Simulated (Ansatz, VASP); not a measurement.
Si7Ni13 in VASP and in Ansatz

File INCAR:

```
ALGO = Normal
DIPOL = 0.5 0.5 0.500
EDIFF = 1E-7
ENCUT = 520
GGA = PS
IDIPOL = 3
ISIF = 2
ISMEAR = 0
LASPH = T
LCHARG = F
LDIPOL = T
LREAL = Auto
LWAVE = F
NBANDS = 95
NELM = 60
PREC = Accurate
SIGMA = 0.1
```

Contents of KPOINTS:

```
k-points
0
Gamma
  9 9 1
```

Contents of POSCAR:

```
Si7Ni13
1.0
    3.8684636528      0.0000000000      0.0000000000
   -1.9342318264      3.3501877970      0.0000000000
    0.0000000000      0.0000000000     29.7509557750
Si Ni
7 13
Direct
    0.6666666667      0.3333333333      0.2582555521
    0.3333333333      0.6666666667      0.3342924703
    0.6666666667      0.3333333333      0.4184360395
    0.3333333333      0.6666666667      0.5000000022
    0.6666666667      0.3333333333      0.5815639390
    0.3333333333      0.6666666667      0.6657075370
    0.6666666667      0.3333333333      0.7417444224
    0.3333333333      0.6666666667      0.2542259187
    0.0000000000      0.0000000000      0.2887814859
    0.6666666667      0.3333333333      0.3358507672
    0.0000000000      0.0000000000      0.3744507160
    0.3333333333      0.6666666667      0.4160320077
    0.0000000000      0.0000000000      0.4581878372
    0.6666666667      0.3333333333      0.4999999985
    0.0000000000      0.0000000000      0.5418121597
    0.3333333333      0.6666666667      0.5839679822
    0.0000000000      0.0000000000      0.6255492851
    0.6666666667      0.3333333333      0.6641492171
    0.0000000000      0.0000000000      0.7112185322
    0.3333333333      0.6666666667      0.7457741301
```

Input for Ansatz:

```yaml
crystal:
  lattice:
    - [3.8684636528, 0.0, 0.0]
    - [-1.9342318264, 3.350187797, 0.0]
    - [0.0, 0.0, 29.750955775]
  atoms:
    - { symbol: Si, position: [0.6666666667, 0.3333333333, 0.2582555521] }
    - { symbol: Ni, position: [0.3333333333, 0.6666666667, 0.2542259187] }
    - { symbol: Ni, position: [0.0, 0.0, 0.2887814859] }
    - { symbol: Si, position: [0.3333333333, 0.6666666667, 0.3342924703] }
    - { symbol: Ni, position: [0.6666666667, 0.3333333333, 0.3358507672] }
    - { symbol: Ni, position: [0.0, 0.0, 0.374450716] }
    - { symbol: Si, position: [0.6666666667, 0.3333333333, 0.4184360395] }
    - { symbol: Ni, position: [0.3333333333, 0.6666666667, 0.4160320077] }
    - { symbol: Ni, position: [0.0, 0.0, 0.4581878372] }
    - { symbol: Si, position: [0.3333333333, 0.6666666667, 0.5000000022] }
    - { symbol: Ni, position: [0.6666666667, 0.3333333333, 0.4999999985] }
    - { symbol: Ni, position: [0.0, 0.0, 0.5418121597] }
    - { symbol: Si, position: [0.6666666667, 0.3333333333, 0.581563939] }
    - { symbol: Ni, position: [0.3333333333, 0.6666666667, 0.5839679822] }
    - { symbol: Ni, position: [0.0, 0.0, 0.6255492851] }
    - { symbol: Si, position: [0.3333333333, 0.6666666667, 0.665707537] }
    - { symbol: Ni, position: [0.6666666667, 0.3333333333, 0.6641492171] }
    - { symbol: Ni, position: [0.0, 0.0, 0.7112185322] }
    - { symbol: Si, position: [0.6666666667, 0.3333333333, 0.7417444224] }
    - { symbol: Ni, position: [0.3333333333, 0.6666666667, 0.7457741301] }
kpoints:
  mp_grid: { grid: [9, 9, 1] }
hamiltonian:
  xc: pbesol
scf:
  occupations: { method: gaussian, width: 0.1 }
output:
  forces: true
  eigenvalues: true
efield:
  axis: 3
  dipole_correction: true
  ramp_width: 0.04
accuracy: medium
```

Alike in both runs: task single point; functional PBEsol; k mesh 9 × 9 × 1; occupations gaussian, width 0.1 eV; no spin polarisation.

```csv
,VASP,Ansatz
version,VASP 6.6.1,Ansatz 0.2.0
potentials or method,"VASP PAW PBE potentials, release 64 (Si, Ni)","scalar-relativistic, plane waves, PAW"
plane-wave cutoff (eV),520,420
valence electrons in the cell,158,262
```

Ansatz gave:

- gap on the k mesh at the Fermi level (eV): none
- rms of the force components (eV/Å): 0.003

Question: What did VASP give for the same quantities?

Answer: gap on the k mesh at the Fermi level (eV): none; rms of the force components (eV/Å): 0.007.

VASP's potentials were made for PBE, not for PBEsol. A gap of «none» marks a metal or a gap that the smearing closes. VASP's potentials hold 158 valence electrons a cell and Ansatz's 262, so a difference there can come from the potentials and not from the codes.
